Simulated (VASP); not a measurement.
A run of VASP 6.6.1 is set up as follows.

INCAR

```
SYSTEM = La
  PREC = Accurate
  ENCUT = 520
  EDIFF = 1E-6
  ISMEAR = -1
  SIGMA = 0.08
  LREAL = .False.
  LASPH = .True.
  NELM = 80
  ALGO = Normal
  ISIF = 2
  LWAVE = .False.
  LCHARG = .False.
  GGA = CA
  NBANDS = 12
```

The input KPOINTS:

```
Automatic mesh
0
Gamma
  15 15 15
  0 0 0
```

POSCAR

```
La
1.0
    2.4611945015      0.0000000000      0.0000000000
    0.0000000000      2.4611945015      0.0000000000
    0.0000000000      0.0000000000      2.4611945015
La
1
Direct
    0.0000000000      0.0000000000      0.0000000000
```

Potentials or basis: VASP PAW LDA potentials, release 64 (La).

Launch:

```bash
$ cat potpaw_LDA.64/La/POTCAR > POTCAR
$ mpirun -np 1 vasp_std > vasp.out
```

Question: Estimate the pressure.

Answer: 171.1 GPa.

Question: Estimate the band gap on the k mesh.

Answer: Zero (an odd number of electrons rules out a gap without spin polarisation).

Caveat: the cell stands under pressure; spin-orbit coupling is left out, which moves the levels of the heavy elements.
